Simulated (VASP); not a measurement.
# K (Im-3m) in VASP: notebook, part 2 of 2

VASP 6.6.1.

## (3) Single point, PBE+D4, collinear spin

This run uses another cell than the first one, of 73.81 Å³/atom.

Input file INCAR:

```
SYSTEM = K
  PREC = Accurate
  ENCUT = 500
  EDIFF = 1E-6
  ISMEAR = 1
  SIGMA = 0.05
  LREAL = .False.
  LASPH = .True.
  NELM = 200
  ALGO = Normal
  ISIF = 2
  LWAVE = .False.
  LCHARG = .False.
  ISPIN = 2
  MAGMOM = -0.47
  LORBIT = 11
  GGA = PE
  IVDW = 13
  NBANDS = 14
  GGA_COMPAT = .False.
```

Input file KPOINTS:

```
regular mesh
0
Gamma
  7 7 7
  0 0 0
```

Input file POSCAR:

```
K
1.0
   -2.6424908504      2.6424908504      2.6424908504
    2.6424908504     -2.6424908504      2.6424908504
    2.6424908504      2.6424908504     -2.6424908504
K
1
Direct
    0.0000000000      0.0000000000      0.0000000000
```

Potentials or basis: VASP PAW PBE potentials, release 64 (K_sv).

On the command line:

```bash
$ cat potpaw_PBE.64/K_sv/POTCAR > POTCAR
$ mpirun -np 1 vasp_std > vasp.out
```

OUTCAR:

```text
SYSTEM = K
   PREC = Accurate
   ENCUT = 500
   EDIFF = 1E-6
   ISMEAR = 1
   LREAL = .False.
   LASPH = .True.
   NELM = 200
   ISIF = 2
   ISPIN = 2
   LORBIT = 11
   GGA = PE
   IVDW = 13

 ion  position               nearest neighbor table
   1  0.000  0.000  0.000-

  LATTYP: Found a body centered cubic cell.
 ALAT       =     5.2849817008

  Lattice vectors:

 A1 = (  -2.6424908504,   2.6424908504,   2.6424908504)
 A2 = (   2.6424908504,  -2.6424908504,   2.6424908504)
 A3 = (   2.6424908504,   2.6424908504,  -2.6424908504)

Analysis of symmetry for initial positions (statically):
=====================================================================
 Subroutine PRICEL returns:
 Original cell was already a primitive cell.

 Routine SETGRP: Setting up the symmetry group for a
 body centered cubic supercell.

 Subroutine GETGRP returns: Found 48 space group operations
 (whereof 48 operations were pure point group operations)
 out of a pool of 48 trial point group operations.

The static configuration has the point symmetry O_h .

Analysis of symmetry for dynamics (positions and initial velocities):
=====================================================================
 Subroutine PRICEL returns:
 Original cell was already a primitive cell.

 Routine SETGRP: Setting up the symmetry group for a
 body centered cubic supercell.

 Subroutine GETGRP returns: Found 48 space group operations
 (whereof 48 operations were pure point group operations)
 out of a pool of 48 trial point group operations.

The dynamic configuration has the point symmetry O_h .

Analysis of structural, dynamic, and magnetic symmetry:
=====================================================================
 Subroutine PRICEL returns:
 Original cell was already a primitive cell.

 Routine SETGRP: Setting up the symmetry group for a
 body centered cubic supercell.

 Subroutine GETGRP returns: Found 48 space group operations
 (whereof 48 operations were pure point group operations)
 out of a pool of 48 trial point group operations.

The overall configuration has the point symmetry O_h .

 Subroutine INISYM returns: Found 48 space group operations
 (whereof 48 operations are pure point group operations),
 and found     1 'primitive' translations

----------------------------------------------------------------------------------------

                                     Primitive cell

  volume of cell :      73.8075

  direct lattice vectors                    reciprocal lattice vectors
    -2.642490850  2.642490850  2.642490850     0.000000000  0.189215414  0.189215414
     2.642490850 -2.642490850  2.642490850     0.189215414  0.000000000  0.189215414
     2.642490850  2.642490850 -2.642490850     0.189215414  0.189215414  0.000000000

  length of vectors
     4.576928411  4.576928411  4.576928411     0.267591005  0.267591005  0.267591005

  position of ions in fractional coordinates (direct lattice)
     0.000000000  0.000000000  0.000000000

  ion indices of the primitive-cell ions
   primitive index   ion index
                 1           1

----------------------------------------------------------------------------------------

 KPOINTS: regular mesh

Automatic generation of k-mesh.
 Grid dimensions read from file:
 generate k-points for:    7    7    7
[... 73 lines left out ...]
   EFERMI =   0.00;   METHOD = LEGACY
   ISMEAR =     1;   SIGMA  =   0.05  broadening in eV -4-tet -1-fermi 0-gaus
   EFERMI_NEDOS =   21; number of points for ismear=-14 and -15
   IALGO  =     38    algorithm
   IMIX   =      4    mixing-type and parameters
     AMIX     =   0.40;   BMIX     =  1.00
     AMIX_MAG =   1.60;   BMIX_MAG =  1.00
  volume/ion in A,a.u.               =      73.81       498.08
  Fermi-wavevector in a.u.,A,eV,Ry     =   0.811812  1.534102  8.966768  0.659039
  Thomas-Fermi vector in A             =   1.921240
   LORBIT       =     11    0 simple, 1 ext, 2 COOP (PROOUT), +10 PAW based schemes
   GGA     = PE    functional components
   LHFCALC =     F    Hartree Fock is set to
   AEXX    =    0.0000 exact exchange contribution
   IVDW    =    13    specifies the selected vdW correction
   LEPSILON=     F    determine dielectric tensor
   LRPA    =     F    only Hartree local field effects (RPA)
 spin polarized calculation
 Methfessel and Paxton  Order N= 1 SIGMA  =   0.05
  energy-cutoff  :      500.00
  volume of cell :       73.81
 maximum number of plane-waves:      1894
 NGX is ok and might be reduce to    36
   NGX = 17   NGY = 17   NGZ = 17

 number of electron       9.0000000 magnetization      -0.4700000

 number of electron       9.0000001 magnetization       0.0383231

 Free energy of the ion-electron system (eV)
  ---------------------------------------------------
  ext. energy  EPLUGINS =         0.00000000
  ---------------------------------------------------
  free energy    TOTEN  =        -1.04801307 eV

  energy without entropy =       -1.04767929  energy(sigma->0) =       -1.04790181

 E-fermi :  -0.1745     XC(G=0):  -5.6425

 val. band max:       -0.1807209367   @ k =  -0.2857   0.4286   0.1429
 cond. band min:      -0.0242786069   @ k =  -0.4286   0.4286   0.1429
 fundamental gap:      0.1564423298
 Fermi energy:        -0.1745065422

 spin component 1

 k-point     1 :       0.0000    0.0000    0.0000
  band No.  band energies     occupation
      1     -32.2634      1.00000
      2     -15.7129      1.00000
      3     -15.7129      1.00000
      4     -15.7129      1.00000
      5      -2.3000      1.00000
      6       4.1565      0.00000
      7       4.1565      0.00000
      8       4.1565      0.00000
      9       5.0620      0.00000
     10       5.0620      0.00000
     11       7.7840      0.00000
     12       7.7840      0.00000
     13       7.7840      0.00000
     14       9.8747      0.00000
[... 308 lines left out ...]
  band No.  band energies     occupation
      1     -32.2565      1.00000
      2     -15.7607      1.00000
      3     -15.7586      1.00000
      4     -15.7586      1.00000
      5       1.2127      0.00000
      6       1.6253      0.00000
      7       3.2983      0.00000
      8       3.2983      0.00000
      9       3.3164      0.00000
     10       5.8709      0.00000
     11       6.0697      0.00000
     12       6.3825      0.00000
     13       6.3825      0.00000
     14       9.6337      0.00000
 Fermi energy:        -0.1745065422

 spin component 2

 k-point     1 :       0.0000    0.0000    0.0000
  band No.  band energies     occupation
      1     -32.2602      1.00000
      2     -15.7099      1.00000
      3     -15.7099      1.00000
      4     -15.7099      1.00000
      5      -2.2572      1.00000
      6       4.1704      0.00000
      7       4.1704      0.00000
      8       4.1704      0.00000
      9       5.0779      0.00000
     10       5.0779      0.00000
     11       7.8446      0.00000
     12       7.8446      0.00000
     13       7.8446      0.00000
     14       9.8842      0.00000
[... 309 lines left out ...]
      1     -32.2533      1.00000
      2     -15.7576      1.00000
      3     -15.7556      1.00000
      4     -15.7556      1.00000
      5       1.2577      0.00000
      6       1.6683      0.00000
      7       3.3375      0.00000
      8       3.3375      0.00000
      9       3.3490      0.00000
     10       5.8814      0.00000
     11       6.0729      0.00000
     12       6.3857      0.00000
     13       6.3857      0.00000
     14       9.6513      0.00000

------------------------ aborting loop because EDIFF is reached ----------------------------------------

  DFT-D4 for vdW energy calculation

  Edisp (eV):   -0.06859

  FORCE on cell =-STRESS in cart. coord.  units (eV):
  Direction    XX          YY          ZZ          XY          YZ          ZX
  --------------------------------------------------------------------------------------
  -------------------------------------------------------------------------------------
  Total      -0.08194    -0.08194    -0.08194     0.00000    -0.00000     0.00000
  in kB      -1.77869    -1.77869    -1.77869     0.00000    -0.00000     0.00000
  external pressure =       -1.78 kB  Pullay stress =        0.00 kB

 VOLUME and BASIS-vectors are now :
 -----------------------------------------------------------------------------
  energy-cutoff  :      500.00
  volume of cell :       73.81
      direct lattice vectors                 reciprocal lattice vectors
    -2.642490850  2.642490850  2.642490850     0.000000000  0.189215414  0.189215414
     2.642490850 -2.642490850  2.642490850     0.189215414  0.000000000  0.189215414
     2.642490850  2.642490850 -2.642490850     0.189215414  0.189215414  0.000000000

 POSITION                                       TOTAL-FORCE (eV/Angst)
 -----------------------------------------------------------------------------------
      0.00000      0.00000      0.00000        -0.000000     -0.000000      0.000000
 -----------------------------------------------------------------------------------
    total drift:                               -0.000000      0.000000      0.000000

  FREE ENERGIE OF THE ION-ELECTRON SYSTEM (eV)
  ---------------------------------------------------
  free  energy   TOTEN  =        -1.1166016183 eV

  energy  without entropy=       -1.1162678352  energy(sigma->0) =       -1.11649036

 total charge

# of ion       s       p       d       tot
------------------------------------------
    1        1.980   5.554   0.005   7.539

 magnetization (x)

# of ion       s       p       d       tot
------------------------------------------
    1        0.001   0.001   0.000   0.002
```

OSZICAR:

```text
N       E                     dE             d eps       ncg     rms          rms(c)
DAV:   1     0.462279578958E+02    0.46228E+02   -0.34241E+03  1120   0.477E+02
DAV:   2     0.469112763462E+00   -0.45759E+02   -0.44670E+02  1444   0.153E+02
DAV:   3    -0.962294825197E+00   -0.14314E+01   -0.14244E+01  1650   0.195E+01
DAV:   4    -0.100086096597E+01   -0.38566E-01   -0.38562E-01  1436   0.274E+00
DAV:   5    -0.100161118627E+01   -0.75022E-03   -0.75021E-03  1694   0.281E-01    0.281E+00
DAV:   6    -0.104234670550E+01   -0.40736E-01   -0.31687E-02  1334   0.889E-01    0.147E+00
DAV:   7    -0.104742125521E+01   -0.50745E-02   -0.12693E-02  1234   0.546E-01    0.913E-01
DAV:   8    -0.104766937041E+01   -0.24812E-03   -0.10663E-03  1464   0.152E-01    0.409E-01
DAV:   9    -0.104794860503E+01   -0.27923E-03   -0.66242E-04  1344   0.132E-01    0.472E-02
DAV:  10    -0.104799583345E+01   -0.47228E-04   -0.17093E-04  1288   0.645E-02    0.251E-02
DAV:  11    -0.104801081407E+01   -0.14981E-04   -0.31052E-05  1264   0.348E-02    0.892E-03
DAV:  12    -0.104801308272E+01   -0.22686E-05   -0.13836E-05  1288   0.205E-02    0.390E-03
DAV:  13    -0.104801307322E+01    0.95029E-08   -0.63115E-07  1428   0.470E-03
   1 F= -.11166016E+01 E0= -.11164904E+01  d E =-.333783E-03  mag=     0.0382
```

stdout:

```text
POSCAR found type information on POSCAR K
 POSCAR found :  1 types and       1 ions
 scaLAPACK will be used
 LDA part: xc-table for (Slater+PW92), standard interpolation
 POSCAR, INCAR and KPOINTS ok, starting setup
 FFT: planning ... GRIDC
 FFT: planning ... GRID_SOFT
 FFT: planning ... GRID
 WAVECAR not read
 entering main loop
```

Run time: 53 s. Hardware: 1 thread of Intel Xeon 8259CL, shared host; peak memory 0.24 GiB.

What came out:

| Item | Value |
| --- | --- |
| Free energy | -1.1166 eV |
| Pressure | -0.2 GPa |
| Net moment | 0.04 μB per cell |
| Valence electrons inside the program's atomic spheres | K 7.54 |
| Dispersion energy per atom | -0.069 eV |

Levels at points of the mesh, in eV from the Fermi level:
Spin up:
```tsv
k point	band 3	band 4	band 5	band 6	band 7	band 8
(0.00, 0.00, 0.00)	-15.54	-15.54	-2.13	4.33	4.33	4.33
```
Spin down:
| k point | band 3 | band 4 | band 5 | band 6 | band 7 | band 8 |
| --- | --- | --- | --- | --- | --- | --- |
| (0.00, 0.00, 0.00) | -15.54 | -15.54 | -2.08 | 4.34 | 4.34 | 4.34 |

## (4) Single point, PBE+D4, collinear spin

This run uses another cell than the first one, of 75.38 Å³/atom.

Input file INCAR:

```
PREC = Accurate
ENCUT = 500
EDIFF = 1E-6
ISMEAR = 1
SIGMA = 0.05
LREAL = False
LASPH = True
NELM = 200
ALGO = Normal
ISIF = 2
LWAVE = False
LCHARG = False
ISPIN = 2
MAGMOM = -0.47
LORBIT = 11
GGA = PE
IVDW = 13
NBANDS = 14
GGA_COMPAT = False
```

Input file KPOINTS:

```
Automatic mesh
0
Gamma
  7 7 7
```

Input file POSCAR:

```
K
1.0
   -2.6611005540      2.6611005540      2.6611005540
    2.6611005540     -2.6611005540      2.6611005540
    2.6611005540      2.6611005540     -2.6611005540
K
1
Direct
    0.0000000000      0.0000000000      0.0000000000
```

On the command line:

```bash
$ cat potpaw_PBE.64/K_sv/POTCAR > POTCAR
$ mpirun -np 1 vasp_std > vasp.out
```

It took 54 s on 1 thread of Intel Xeon 8259CL, shared host; peak memory 0.24 GiB.

It converged, with:

| Property | Result |
| --- | --- |
| Free energy | -1.1147 eV |
| Pressure | -0.2 GPa |
| Net moment | 0.04 μB per cell |
| Valence electrons inside the program's atomic spheres | K 7.54 |
| Dispersion energy per atom | -0.067 eV |

Levels at points of the mesh, in eV from the Fermi level:
Spin up:
```tsv
k point	band 2	band 3	band 4	band 5	band 6	band 7	band 8	band 9
(0.00, 0.00, 0.00)	-15.55	-15.55	-15.55	-2.10	4.31	4.31	4.31	5.20
```
Spin down:
```csv
k point,band 1,band 2,band 3,band 4,band 5,band 6,band 7,band 8,band 9,band 10
"(0.00, 0.00, 0.00)",-32.10,-15.55,-15.55,-15.55,-2.05,4.32,4.32,4.32,5.22,5.22
```

## (5) Summary

```csv
task,spin,cell,smearing,gap on the mesh (eV),pressure (GPa),moment (μB)
relaxation of cell and atoms,off,"relaxed from a = 4.672 Å, angles 109.5°, 1 atom",fermi-dirac 0.1 eV,none,0.0,-
single point,collinear,"a = 4.577 Å, angles 109.5°, 1 atom",methfessel-paxton 0.05 eV,none,-0.2,0.04
single point,collinear,"a = 4.609 Å, angles 109.5°, 1 atom",methfessel-paxton 0.05 eV,none,-0.2,0.04
```

Alike in all rows: level PBE+D4; potentials or basis VASP PAW PBE potentials, release 64 (K_sv); k mesh 7 × 7 × 7; cutoff (eV) 500.

Absolute energies hang on the potentials; compare differences alone.
